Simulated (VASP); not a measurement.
A run of VASP 6.6.1 is set up as follows.

INCAR

```
SYSTEM = SiC
ALGO = Normal ; EDIFF = 1E-6
ENCUT = 520 ; GGA = PE
ISIF = 2 ; ISMEAR = 0
LASPH = .TRUE. ; LCHARG = .FALSE.
LREAL = .FALSE. ; LWAVE = .FALSE.
NBANDS = 16 ; NELM = 80
PREC = Accurate ; SIGMA = 0.01
```

File KPOINTS:

```
k-points
0
G
  6 6 4
  0 0 0
```

POSCAR

```
SiC
1.0
    2.9523419896      0.0000000000      0.0000000000
   -1.4761709948      2.5568031637      0.0000000000
    0.0000000000      0.0000000000      5.0864421037
Si C
2 2
Direct
    0.3333333333      0.6666666667      0.0024403337
    0.6666666667      0.3333333333      0.5024403337
    0.3333333333      0.6666666667      0.3725596663
    0.6666666667      0.3333333333      0.8725596663
```

Potentials or basis: VASP PAW PBE potentials, release 64 (Si, C).

Command:

```bash
$ cat potpaw_PBE.64/Si/POTCAR potpaw_PBE.64/C/POTCAR > POTCAR
$ mpirun -np 1 vasp_std > vasp.out
```

(1) What does it give for the largest force?

(2) What does it give for the pressure?

Results:

(1) 0.055 eV/Å.

(2) 23.1 GPa.

Caveat: the cell differs from its parent crystal (epitaxial xy strain -4.0%).
